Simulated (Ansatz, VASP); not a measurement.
## One calculation of MgO, two programs

The input POSCAR:

```
MgO
1.0
    0.0000000000      2.1351500000      2.1351500000
    2.1351500000      0.0000000000      2.1351500000
    2.1351500000      2.1351500000      0.0000000000
Mg O
1 1
Direct
    0.0000000000      0.0000000000      0.0000000000
    0.5000000000      0.5000000000      0.5206983930
```

Contents of INCAR.step1:

```
SYSTEM = MgO
ALGO     = Normal         ! electronic algorithm
EDIFF    = 1E-4           ! SCF threshold, eV
ENCUT    = 520            ! plane-wave cutoff, eV
GGA      = PE             ! functional
ISMEAR   = 0              ! smearing method
LASPH    = .True.         ! aspherical terms in the spheres
LCHARG   = .False.        ! write CHGCAR
LREAL    = .False.        ! projectors in reciprocal space
LWAVE    = .True.         ! write WAVECAR
NBANDS   = 11             ! bands
NELM     = 60             ! most SCF steps
PREC     = Accurate       ! precision mode
SIGMA    = 0.05           ! smearing width, eV
```

INCAR.step2

```
SYSTEM = MgO
ALGO     = Normal         ! electronic algorithm
EDIFF    = 1E-7           ! SCF threshold, eV
ENCUT    = 520            ! plane-wave cutoff, eV
ISIF     = 2              ! what is computed and relaxed
ISMEAR   = 0              ! smearing method
ISTART   = 1            
LASPH    = .True.         ! aspherical terms in the spheres
LCHARG   = .False.        ! write CHGCAR
LMIXTAU  = .True.       
LREAL    = .False.        ! projectors in reciprocal space
LWAVE    = .False.        ! write WAVECAR
METAGGA  = R2SCAN         ! meta-GGA
NBANDS   = 11             ! bands
NELM     = 60             ! most SCF steps
PREC     = Accurate       ! precision mode
SIGMA    = 0.05           ! smearing width, eV
```

KPOINTS

```
k-points
0
Gamma
  10 10 10
  0 0 0
```

Input for Ansatz:

```yaml
crystal:
  lattice:
    - [0.0, 2.13515, 2.13515]
    - [2.13515, 0.0, 2.13515]
    - [2.13515, 2.13515, 0.0]
  atoms:
    - { symbol: Mg, position: [0.0, 0.0, 0.0] }
    - { symbol: O, position: [0.5, 0.5, 0.520698393] }
basis:
  ecutwfc: 500
kpoints:
  mp_grid: { grid: [10, 10, 10] }
hamiltonian:
  xc: r2scan
scf:
  occupations: { method: gaussian, width: 0.05 }
output:
  forces: true
  stress: true
  eigenvalues: true
```

Change from the starting cell: all O atoms moved +0.062 Å, as atom 2 along Cartesian [1 1 0].

Alike in both runs: task single point; functional r2SCAN; k mesh 10 × 10 × 10; occupations gaussian, width 0.05 eV; no spin polarisation.

```csv
,VASP,Ansatz
version,VASP 6.6.1,Ansatz 0.2.0
potentials or method,"VASP PAW PBE potentials, release 64 (Mg, O), cutoff 520 eV","scalar-relativistic, plane waves, PAW"
valence electrons in the cell,8,16
```

VASP gave:

```
gap on the k mesh at the Fermi level (eV)                     : 5.20
least direct gap on the mesh (eV)                             : 5.20
pressure (GPa)                                                : -7.9
traceless stress, the component that is largest in VASP (GPa) : -0.40
rms of the force components (eV/Å)                            : 0.163
```

Task: Which values does Ansatz return?

Result: gap on the k mesh at the Fermi level (eV): 5.22; least direct gap on the mesh (eV): 5.22; pressure (GPa): -6.7; traceless stress, the component that is largest in VASP (GPa): -0.40; rms of the force components (eV/Å): 0.162.

VASP's potentials were made for PBE, not for r2SCAN. Atom by atom the forces differ by 0.001 eV/Å (rms over components). VASP's potentials hold 8 valence electrons a cell and Ansatz's 16, so a difference there can come from the potentials and not from the codes.
